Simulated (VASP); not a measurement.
Here is a VASP 6.6.1 calculation.

INCAR

```
PREC     = Accurate       # precision mode
ENCUT    = 500            # plane-wave cutoff, eV
EDIFF    = 1E-6           # SCF threshold, eV
ISMEAR   = 0              # smearing method
SIGMA    = 0.05           # smearing width, eV
LREAL    = F              # projectors in reciprocal space
LASPH    = T              # aspherical terms in the spheres
NELM     = 120            # most SCF steps
ALGO     = Normal         # electronic algorithm
ISIF     = 2              # what is computed and relaxed
LWAVE    = F              # write WAVECAR
LCHARG   = F              # write CHGCAR
GGA      = PE             # functional
NBANDS   = 16             # bands
GGA_COMPAT= F
```

Contents of KPOINTS:

```
regular mesh
0
Gamma
  10 10 10
```

File POSCAR:

```
NbSb
1.0
    0.0000000000      3.2486040368      3.2486040368
    3.2486040368      0.0000000000      3.2486040368
    3.2486040368      3.2486040368      0.0000000000
Nb Sb
1 1
Direct
    0.0000000000      0.0000000000      0.0000000000
    0.2500000000      0.2500000000      0.2500000000
```

Potentials or basis: VASP PAW PBE potentials, release 64 (Nb_sv, Sb).

Launch:

```bash
$ cat potpaw_PBE.64/Nb_sv/POTCAR potpaw_PBE.64/Sb/POTCAR > POTCAR
$ mpirun -np 1 vasp_std > vasp.out
```

Question: What does it give for the band gap on the k mesh?

Answer: Zero (bands 9 and 10 overlap by 0.26 eV).

Question: Predict the pressure.

Answer: -5.4 GPa.

Caveat: the cell stands under tension; spin-orbit coupling is left out, which moves the levels of the heavy elements.
